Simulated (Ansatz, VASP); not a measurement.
One calculation of ZnS, two programs

```
CELL_PARAMETERS angstrom
-0.12931 2.64157 2.64157
2.64157 -0.12931 2.64157
2.64157 2.64157 -0.12931
ATOMIC_POSITIONS crystal
Zn 0.00000 0.00000 0.00000
S 0.75000 0.75000 0.75000
```

Alike in both runs: task single point; functional LDA; k mesh 10 × 10 × 10; occupations gaussian, width 0.05 eV; no spin polarisation.

```csv
,VASP,Ansatz
version,VASP 6.6.1,Ansatz 0.2.0
potentials or method,"VASP PAW LDA potentials, release 64 (Zn, S), cutoff 520 eV","scalar-relativistic, plane waves, PAW"
valence electrons in the cell,18,18
```

|  | VASP | Ansatz | Ansatz less VASP |
| --- | --- | --- | --- |
| gap on the k mesh at the Fermi level (eV) | 1.70 | 1.68 | -0.027 |
| least direct gap on the mesh (eV) | 1.70 | 1.68 | -0.027 |
| pressure (GPa) | -3.9 | -4.1 | -0.18 |
| traceless stress, the component that is largest in VASP (GPa) | 3.47 | 3.45 | -0.024 |
| rms of the force components (eV/Å) | 0.307 | 0.302 | -0.0050 |

LDA's correlation is that of Perdew and Zunger in VASP and of Perdew and Wang (1992) in Ansatz. Atom by atom the forces differ by 0.005 eV/Å (rms over components).
